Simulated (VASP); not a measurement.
A run of VASP 6.6.1:

The input INCAR:

```
SYSTEM = HfH3
PREC = Accurate ; ENCUT = 600
EDIFF = 1E-6 ; ISMEAR = 0
SIGMA = 0.1 ; LREAL = .False.
LASPH = .True. ; NELM = 100
ALGO = Normal ; ISIF = 3
LWAVE = .False. ; LCHARG = .False.
GGA = PE ; IBRION = 2
NSW = 100 ; EDIFFG = -0.01
```

KPOINTS

```
Automatic mesh
0
Gamma
  15 15 12
  0 0 0
```

File POSCAR:

```
HfH3
1.0
    3.4445421133      0.0000000000      0.0000000000
   -1.7222710567      2.9830609745      0.0000000000
    0.0000000000      0.0000000000      3.8300112068
Hf H
1 3
Direct
    0.0000000000      0.0000000000      0.0000000000
    0.3333333333      0.6666666667      0.0000000000
    0.6666666667      0.3333333333      0.0000000000
    0.0000000000      0.0000000000      0.5000000000
```

Potentials or basis: VASP PAW PBE potentials, release 64 (Hf_pv, H).

Run with:

```bash
$ cat potpaw_PBE.64/Hf_pv/POTCAR potpaw_PBE.64/H/POTCAR > POTCAR
$ mpirun -np 1 vasp_std > vasp.out
```

Hardware: 1 thread of Intel(R) Xeon(R) 6975P-C (Granite Rapids) (shared host).

Problem. Estimate the wall time of this run.

Solution. It took 62 s on 1 thread of Intel(R) Xeon(R) 6975P-C (Granite Rapids), on a shared host, peak memory 0.25 GiB. Counts: scf iterations 24, k points 189, ion steps 3.
